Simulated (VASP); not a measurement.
# Ba2Ho3Te (P-3m1) in VASP: a series of runs, part 2 of 3

VASP 6.6.1. Earlier steps stand in the parts before.

## (3) Single point, PBE (42.10 Å³/atom)

This run uses another cell than the first one, of 42.10 Å³/atom.

The input, INCAR:

```
SYSTEM = Ba2Ho3Te
ALGO = Normal
EDIFF = 1E-6
ENCUT = 500
GGA = PE
GGA_COMPAT = .False.
ISIF = 2
ISMEAR = 0
LASPH = .True.
LCHARG = .False.
LMAXMIX = 6
LREAL = .False.
LWAVE = .False.
NBANDS = 36
NELM = 200
PREC = Accurate
SIGMA = 0.1
```

The input, KPOINTS:

```
k-points
0
Gamma
  6 6 4
  0 0 0
```

The input, POSCAR:

```
Ba2Ho3Te
1.0
    5.5186099124      0.0000000000      0.0000000000
   -2.7593049562      4.7792563777      0.0000000000
    0.0000000000      0.0000000000      9.5767954700
Ba Ho Te
2 3 1
Direct
    0.6666666667      0.3333333333      0.8310177003
    0.3333333333      0.6666666667      0.1689822997
    0.6666666667      0.3333333333      0.4324125882
    0.3333333333      0.6666666667      0.5675874118
    0.0000000000      0.0000000000      0.5000000000
    0.0000000000      0.0000000000      0.0000000000
```

Potentials or basis: VASP PAW PBE potentials, release 64 (Ba_sv, Ho_3, Te), 4f in core.

Run with:

```
cat potpaw_PBE.64/Ba_sv/POTCAR potpaw_PBE.64/Ho_3/POTCAR potpaw_PBE.64/Te/POTCAR > POTCAR
mpirun -np 1 vasp_std > vasp.out
```

OUTCAR:

```text
SYSTEM = Ba2Ho3Te
   EDIFF = 1E-6
   ENCUT = 500
   GGA = PE
   ISIF = 2
   ISMEAR = 0
   LASPH = .True.
   LREAL = .False.
   NELM = 200
   PREC = Accurate

 ion  position               nearest neighbor table
   1  0.667  0.333  0.831-   6 3.57   6 3.57   6 3.57   3 3.82   4 4.06   4 4.06   4 4.06   2 4.54
                             2 4.54   2 4.54
   2  0.333  0.667  0.169-   6 3.57   6 3.57   6 3.57   4 3.82   3 4.06   3 4.06   3 4.06   1 4.54
                             1 4.54   1 4.54
   3  0.667  0.333  0.432-   5 3.25   5 3.25   5 3.25   4 3.44   4 3.44   4 3.44   1 3.82   2 4.06
                             2 4.06   2 4.06
   4  0.333  0.667  0.568-   5 3.25   5 3.25   5 3.25   3 3.44   3 3.44   3 3.44   2 3.82   1 4.06
                             1 4.06   1 4.06
   5  0.000  0.000  0.500-   3 3.25   4 3.25   4 3.25   3 3.25   3 3.25   4 3.25
   6  0.000  0.000  0.000-   1 3.57   2 3.57   2 3.57   1 3.57   1 3.57   2 3.57

  LATTYP: Found a hexagonal cell.
 ALAT       =     5.5186099124
 C/A-ratio  =     1.7353637278

  Lattice vectors:

 A1 = (   5.5186099124,   0.0000000000,   0.0000000000)
 A2 = (  -2.7593049562,   4.7792563777,   0.0000000000)
 A3 = (   0.0000000000,   0.0000000000,   9.5767954700)

Analysis of symmetry for initial positions (statically):
=====================================================================
 Subroutine PRICEL returns:
 Original cell was already a primitive cell.

 Routine SETGRP: Setting up the symmetry group for a
 hexagonal supercell.

 Subroutine GETGRP returns: Found 12 space group operations
 (whereof 12 operations were pure point group operations)
 out of a pool of 24 trial point group operations.

The static configuration has the point symmetry D_3d.

Analysis of symmetry for dynamics (positions and initial velocities):
=====================================================================
 Subroutine PRICEL returns:
 Original cell was already a primitive cell.

 Routine SETGRP: Setting up the symmetry group for a
 hexagonal supercell.

 Subroutine GETGRP returns: Found 12 space group operations
 (whereof 12 operations were pure point group operations)
 out of a pool of 24 trial point group operations.

The dynamic configuration has the point symmetry D_3d.

 Subroutine INISYM returns: Found 12 space group operations
 (whereof 12 operations are pure point group operations),
 and found     1 'primitive' translations

----------------------------------------------------------------------------------------

                                     Primitive cell

  volume of cell :     252.5866

  direct lattice vectors                    reciprocal lattice vectors
     5.518609912  0.000000000  0.000000000     0.181205053  0.104618786  0.000000000
    -2.759304956  4.779256378  0.000000000     0.000000000  0.209237572  0.000000000
     0.000000000  0.000000000  9.576795470     0.000000000  0.000000000  0.104419062

  length of vectors
     5.518609912  5.518609912  9.576795470     0.209237572  0.209237572  0.104419062

  position of ions in fractional coordinates (direct lattice)
     0.666666667  0.333333333  0.831017700
     0.333333333  0.666666667  0.168982300
     0.666666667  0.333333333  0.432412588
[... 38 lines left out ...]

 Following reciprocal coordinates:
            Coordinates               Weight
  0.000000  0.000000  0.000000      1.000000
  0.166667  0.000000  0.000000      6.000000
  0.333333 -0.000000  0.000000      6.000000
  0.500000 -0.000000  0.000000      3.000000
  0.166667  0.166667  0.000000      6.000000
  0.333333  0.166667  0.000000     12.000000
[... 16 lines left out ...]
  0.333333  0.166667  0.500000     12.000000
  0.333333  0.333333  0.500000      2.000000
   k-points           NKPTS =     24   k-points in BZ     NKDIM =     24   number of bands    NBANDS=     36
   number of dos      NEDOS =    301   number of ions     NIONS =      6
   total plane-waves  NPLWV = 112000
   dimension x,y,z NGX =    40 NGY =   40 NGZ =   70
   dimension x,y,z NGXF=    80 NGYF=   80 NGZF=  140
   ions per type =               2   3   1
   NGX,Y,Z   is equivalent  to a cutoff of  12.05, 12.05, 12.15 a.u.
   NGXF,Y,Z  is equivalent  to a cutoff of  24.10, 24.10, 24.30 a.u.
 SYSTEM =  Ba2Ho3Te
   PREC   = accura    normal or accurate (medium, high low for compatibility)
   ISTART =      0    job   : 0-new  1-cont  2-samecut
   ICHARG =      2    charge: 1-file 2-atom 10-const
   ISPIN  =      1    spin polarized calculation?
   LNONCOLLINEAR =      F non collinear calculations
   LSORBIT =      F    spin-orbit coupling
   LASPH  =      T    aspherical Exc in radial PAW
   ENCUT  =  500.0 eV  36.75 Ry    6.06 a.u.  10.06 10.06 17.46*2*pi/ulx,y,z
   NELM   =    200;   NELMIN=  2; NELMDL= -5     # of ELM steps
   EDIFF  = 0.1E-05   stopping-criterion for ELM
   LREAL  =      F    real-space projection
   EDIFFG = 0.1E-04   stopping-criterion for IOM
   NSW    =      0    number of steps for IOM
   IBRION =     -1    ionic relax: 0-MD 1-quasi-New 2-CG
   NFREE  =      0    steps in history (QN), initial steepest desc. (CG)
   ISIF   =      2    stress and relaxation
   ISYM   =      2    0-nonsym 1-usesym 2-fastsym
   POTIM  = 0.5000    time-step for ionic-motion
   TEBEG  =    0.0;   TEEND  =   0.0 temperature during run
   PSTRESS=    0.0 pullay stress
   NELECT =      53.0000    total number of electrons
   NUPDOWN=      -1.0000    fix difference up-down
   EMIN   =  10.00;   EMAX   =-10.00  energy-range for DOS
   EFERMI =   0.00;   METHOD = LEGACY
   ISMEAR =     0;   SIGMA  =   0.10  broadening in eV -4-tet -1-fermi 0-gaus
   EFERMI_NEDOS =   21; number of points for ismear=-14 and -15
   IALGO  =     38    algorithm
   IMIX   =      4    mixing-type and parameters
     AMIX     =   0.40;   BMIX     =  1.00
     AMIX_MAG =   1.60;   BMIX_MAG =  1.00
  volume/ion in A,a.u.               =      42.10       284.09
  Fermi-wavevector in a.u.,A,eV,Ry     =   0.972815  1.838353 12.876119  0.946368
  Thomas-Fermi vector in A             =   2.103144
   LORBIT       =      0    0 simple, 1 ext, 2 COOP (PROOUT), +10 PAW based schemes
   GGA     = PE    functional components
   LHFCALC =     F    Hartree Fock is set to
   AEXX    =    0.0000 exact exchange contribution
   IVDW    =     0    specifies the selected vdW correction
   LEPSILON=     F    determine dielectric tensor
   LRPA    =     F    only Hartree local field effects (RPA)
 non-spin polarized calculation
 Gauss-broadening in eV      SIGMA  =   0.10
  energy-cutoff  :      500.00
  volume of cell :      252.59
 maximum number of plane-waves:      6460
   NGX = 21   NGY = 21   NGZ = 35

 number of electron      52.9999998 magnetization

 Free energy of the ion-electron system (eV)
  ---------------------------------------------------
  ext. energy  EPLUGINS =         0.00000000
  ---------------------------------------------------
  free energy    TOTEN  =       -21.84750347 eV

  energy without entropy =      -21.81525002  energy(sigma->0) =      -21.83137675

 E-fermi :   2.6457     XC(G=0):  -8.4703

 val. band max:        2.6373308612   @ k =   0.5000  -0.0000   0.2500
 cond. band min:       2.6480379597   @ k =   0.3333   0.1667   0.2500
 fundamental gap:      0.0107070985
 Fermi energy:         2.6456617376

 k-point     1 :       0.0000    0.0000    0.0000
  band No.  band energies     occupation
      1     -25.7376      2.00000
      2     -25.7197      2.00000
      3     -21.6613      2.00000
      4     -21.6613      2.00000
      5     -21.5801      2.00000
      6     -21.5801      2.00000
[... 925 lines left out ...]
     35       4.8988      0.00000
     36       4.9192      0.00000

------------------------ aborting loop because EDIFF is reached ----------------------------------------

  FORCE on cell =-STRESS in cart. coord.  units (eV):
  Direction    XX          YY          ZZ          XY          YZ          ZX
  --------------------------------------------------------------------------------------
  -------------------------------------------------------------------------------------
  Total        0.9981859      0.9981859      0.8551883      0.0000000      0.0000000     -0.0000000
  in kB        6.3315753      6.3315753      5.4245297      0.0000000      0.0000000     -0.0000000
  external PRESSURE =       6.0292268 kB  Pullay stress =       0.0000000 kB

 VOLUME and BASIS-vectors are now :
 -----------------------------------------------------------------------------
  energy-cutoff  :      500.00
  volume of cell :      252.59
      direct lattice vectors                 reciprocal lattice vectors
     5.518609912  0.000000000  0.000000000     0.181205053  0.104618786  0.000000000
    -2.759304956  4.779256378  0.000000000     0.000000000  0.209237572  0.000000000
     0.000000000  0.000000000  9.576795470     0.000000000  0.000000000  0.104419062

 POSITION                                       TOTAL-FORCE (eV/Angst)
 -----------------------------------------------------------------------------------
      2.75930      1.59309      7.95849         0.000000     -0.000000     -0.004694
     -0.00000      3.18617      1.61831        -0.000000      0.000000      0.004694
      2.75930      1.59309      4.14113        -0.000000      0.000000     -0.038030
     -0.00000      3.18617      5.43567        -0.000000     -0.000000      0.038030
      0.00000      0.00000      4.78840        -0.000000      0.000000      0.000000
      0.00000      0.00000      0.00000        -0.000000      0.000000      0.000000
 -----------------------------------------------------------------------------------
    total drift:                                0.000000     -0.000000      0.000000

  FREE ENERGIE OF THE ION-ELECTRON SYSTEM (eV)
  ---------------------------------------------------
  free  energy   TOTEN  =       -21.8475034736 eV

  energy  without entropy=      -21.8152500242  energy(sigma->0) =      -21.83137675
```

It took 4.3 min on 1 thread of Intel Xeon 6975P-C (Granite Rapids), shared host; peak memory 0.42 GiB.

What came out:

```yaml
Free_energy: -21.8475 eV
Pressure: 0.6 GPa
Largest_force: 0.038 eV/Å
Band_gap_on_the_k_mesh: zero (an odd number of electrons rules out a gap without spin polarisation)
```

Forces in eV/Å, atoms in the order of the input:
```
Ba   0.000  0.000 -0.005
Ba   0.000  0.000  0.005
Ho   0.000  0.000 -0.038
Ho   0.000  0.000  0.038
Ho   0.000  0.000  0.000
Te   0.000  0.000  0.000
```

Caveat: spin-orbit coupling is left out, which moves the levels of the heavy elements; the 4f electrons are frozen in the core, so they carry no moment and show no levels.

## (4) Single point, PBE

This run uses another cell than the first one, of 43.40 Å³/atom.

The input, INCAR:

```
  PREC = Accurate
  ENCUT = 500
  EDIFF = 1E-6
  ISMEAR = 0
  SIGMA = 0.1
  LREAL = False
  LASPH = True
  NELM = 200
  ALGO = Normal
  ISIF = 2
  LWAVE = False
  LCHARG = False
  GGA = PE
  NBANDS = 36
  GGA_COMPAT = False
  LMAXMIX = 6
```

The input, KPOINTS:

```
regular mesh
0
Gamma
  6 6 4
```

The input, POSCAR:

```
Ba2Ho3Te
1.0
    5.5228223900      0.0000000000      0.0000000000
   -2.7614111950      4.7829044904      0.0000000000
    0.0000000000      0.0000000000      9.8579297230
Ba Ho Te
2 3 1
Direct
    0.6666666667      0.3333333333      0.8275734033
    0.3333333333      0.6666666667      0.1724265967
    0.6666666667      0.3333333333      0.4369654818
    0.3333333333      0.6666666667      0.5630345182
    0.0000000000      0.0000000000      0.5000000000
    0.0000000000      0.0000000000      0.0000000000
```

Run with:

```
cat potpaw_PBE.64/Ba_sv/POTCAR potpaw_PBE.64/Ho_3/POTCAR potpaw_PBE.64/Te/POTCAR > POTCAR
mpirun -np 1 vasp_std > vasp.out
```

It took 6.3 min on 1 thread of Intel Xeon 6975P-C (Granite Rapids), shared host; peak memory 0.43 GiB.

It converged, with:

- Free energy: -21.8623 eV
- Pressure: 0.2 GPa
- Largest force: 0.034 eV/Å
- Band gap on the k mesh: zero (an odd number of electrons rules out a gap without spin polarisation)

Forces in eV/Å, atoms in the order of the input:
```
Ba   0.000  0.000 -0.002
Ba   0.000  0.000  0.002
Ho   0.000  0.000 -0.034
Ho   0.000  0.000  0.034
Ho   0.000  0.000  0.000
Te   0.000  0.000  0.000
```

Levels at points of the mesh, in eV from the Fermi level:
| k point | band 24 | band 25 | band 26 | band 27 | band 28 | band 29 |
| --- | --- | --- | --- | --- | --- | --- |
| (0.00, 0.00, 0.00) | -0.49 | -0.18 | -0.15 | 0.16 | 0.16 | 0.83 |
| (0.50, 0.00, 0.00) | -1.37 | -0.59 | -0.22 | 0.09 | 0.20 | 0.68 |
| (0.00, 0.00, 0.50) | -0.43 | -0.43 | 0.07 | 0.07 | 0.50 | 0.95 |
| (0.50, 0.00, 0.50) | -1.25 | -0.30 | -0.30 | -0.20 | 0.30 | 0.68 |

Caveat: spin-orbit coupling is left out, which moves the levels of the heavy elements; the 4f electrons are frozen in the core, so they carry no moment and show no levels. Spin polarisation is off, so any magnetic state and its effect on volume and gap are missing.

(Continued in part 3 of 3.)

The gap in the log of VASP goes by the Fermi energy; the results here count the filled bands.